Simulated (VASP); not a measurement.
The system is BN.

```
CELL_PARAMETERS angstrom
0.00000 1.80483 1.89200
1.80483 0.00000 1.89200
1.80483 1.80483 0.00000
ATOMIC_POSITIONS crystal
B 0.00000 0.00000 0.00000
N 0.25000 0.25000 0.25000
```

This cell differs from its parent crystal: uniaxial z strain +4.8%.

Base run:

- Program: VASP 6.6.1
- Functional: r2SCAN
- Potentials or basis: VASP PAW PBE potentials, release 64 (B, N)
- Cutoff: 520 eV
- k mesh: 12 × 12 × 12
- Occupations: gaussian, width 0.01 eV
- Spin: no spin polarisation

Its results: band gap on the k mesh 4.50 eV, indirect (least direct gap 9.06 eV); pressure -16.0 GPa.

Problem. The run is repeated on the same cell with these changes: functional from r2SCAN to PBE; occupations from gaussian, width 0.01 eV to fermi-dirac, width 0.02 eV. What comes out?

Solution. Band gap on the k mesh 4.00 eV, indirect (least direct gap 8.36 eV); pressure -12.0 GPa.

Caveats: the PAW data sets were made with another functional, which shifts forces and pressure a little (some runs).

A k mesh can miss the band edges.
